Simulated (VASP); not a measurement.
A run of VASP 6.6.1:

Contents of INCAR:

```
ALGO = Fast
EDIFF = 1E-6
ENCUT = 520
GGA = PE
ISIF = 2
ISMEAR = 0
LASPH = T
LCHARG = F
LREAL = F
LWAVE = F
NBANDS = 12
NELM = 100
PREC = Accurate
SIGMA = 0.1
```

KPOINTS

```
k-points
0
Gamma
  8 8 6
```

Contents of POSCAR:

```
Ga
1.0
    2.4012601700      0.0000000000      0.0000000000
    0.0000000000      2.4700946400      0.0000000000
    0.0000000000      0.0000000000      3.2373371600
Ga
1
Direct
    0.5000000000      0.5000000000      0.5000000000
```

Potentials or basis: VASP PAW PBE potentials, release 64 (Ga_d).

Launch:

```console
$ cat potpaw_PBE.64/Ga_d/POTCAR > POTCAR
$ mpirun -np 1 vasp_std > vasp.out
```

Hardware: 1 thread of Intel Xeon 8259CL, with other jobs on the host.

Problem. How long does it take, and how much memory?

Solution. Run time: 14 s on 1 thread of Intel Xeon 8259CL, on a shared host, peak memory 0.14 GiB. Counts: scf iterations 11, k points 100.
